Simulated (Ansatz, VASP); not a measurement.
## C: VASP beside Ansatz

```
CELL_PARAMETERS angstrom
-3.52786 -2.03690 -0.84652
3.52780 -2.03679 -0.84657
-0.00001 0.00005 5.07913
ATOMIC_POSITIONS crystal
C 0.00000 0.62552 0.41893
C 0.00000 0.62552 0.91894
C 0.62554 0.62554 0.39381
C 0.62554 0.62553 0.89381
C 0.62553 0.00001 0.41896
C 0.62553 0.00001 0.91895
C 0.37447 0.99999 0.08104
C 0.37447 0.00000 0.58105
C 0.37446 0.37446 0.10619
C 0.37446 0.37447 0.60619
C 0.00000 0.37448 0.08107
C 0.00000 0.37448 0.58106
```

Change from the starting cell: cell x2, atoms moved at random (sigma 0.1 Å) and cell strained at random (1.5 %), then relaxed without symmetry.

Alike in both runs: functional PBE; k mesh 6 × 6 × 6; occupations gaussian, width 0.2 eV; no spin polarisation.

Ansatz relaxed the structure, and its values are those at the end. VASP's run is a single point on that final structure, the one shown.

|  | VASP | Ansatz |
| --- | --- | --- |
| version | VASP 6.6.1 | Ansatz 0.2.0 |
| potentials or method | VASP PAW PBE potentials, release 64 (C), cutoff 520 eV | scalar-relativistic, plane waves, PAW |
| valence electrons in the cell | 48 | 48 |

|  | VASP | Ansatz | Ansatz less VASP |
| --- | --- | --- | --- |
| gap on the k mesh at the Fermi level (eV) | none | none | - |
| pressure (GPa) | 0.7 | 0.0 | -0.70 |
| rms of the force components (eV/Å) | 0.024 | 0.001 | -0.0235 |

A gap of «none» marks a metal or a gap that the smearing closes. The functional is the same, so the differences come from potentials, cutoffs and numerics.
